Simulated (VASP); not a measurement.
Ta2NbO3: single point with PBE

Crystal: Ta2NbO3.

```
Ta Nb O
1.0
     3.41101    0.00000    0.00000
     0.00000    3.41101    0.00000
     0.00000    0.00000    7.43470
Ta Nb O
2 1 3
Direct
  0.00000 0.00000 0.50000
  0.50000 0.50000 0.50000
  0.50000 0.50000 0.00000
  0.50000 0.00000 0.50000
  0.00000 0.50000 0.50000
  0.00000 0.00000 0.00000
```

* Program: VASP 6.6.1
* Task: single point
* Functional: PBE
* Potentials or basis: VASP PAW PBE potentials, release 64 (Ta_pv, Nb_sv, O)
* Cutoff: 520 eV
* k mesh: 6 × 6 × 4
* Occupations: gaussian, width 0.1 eV
* Spin: no spin polarisation

```json
{"Pressure": "141.7 GPa"}
```

Stress tensor (GPa, compression positive):
```
217.76   0.00   0.00
  0.00 217.76   0.00
  0.00   0.00 -10.36
```

Levels at points of the mesh, in eV from the Fermi level:
| k point | band 22 | band 23 | band 24 | band 25 | band 26 | band 27 | band 28 | band 29 | band 30 | band 31 |
| --- | --- | --- | --- | --- | --- | --- | --- | --- | --- | --- |
| (0.00, 0.00, 0.00) | -4.08 | -3.93 | -3.93 | -3.65 | -3.65 | -2.12 | 0.36 | 0.62 | 0.62 | 0.74 |
| (0.50, 0.00, 0.00) | -4.36 | -2.44 | -1.42 | -1.02 | -0.93 | 0.56 | 0.79 | 0.84 | 1.27 | 1.28 |
| (0.50, 0.50, 0.00) | -3.42 | -1.50 | -0.83 | -0.83 | -0.26 | 1.19 | 1.67 | 1.79 | 3.49 | 3.49 |
| (0.00, 0.00, 0.50) | -3.96 | -3.96 | -3.60 | -3.60 | -2.82 | -2.12 | -1.58 | 0.56 | 0.56 | 0.62 |
| (0.50, 0.00, 0.50) | -4.54 | -1.81 | -0.98 | -0.93 | -0.85 | -0.62 | 0.76 | 0.79 | 0.84 | 1.27 |
| (0.50, 0.50, 0.50) | -3.50 | -0.92 | -0.92 | -0.65 | -0.09 | 0.05 | 1.10 | 1.79 | 3.25 | 3.25 |

Run time: 93 s on 1 thread of Intel(R) Xeon(R) Platinum 8375C CPU @ 2.90GHz (Ice Lake), with other jobs on the host, peak memory 0.25 GiB.

Caveat: spin-orbit coupling is left out, which moves the levels of the heavy elements; an odd number of electrons without spin polarisation forces a metal; a magnetic or distorted state may lie lower.
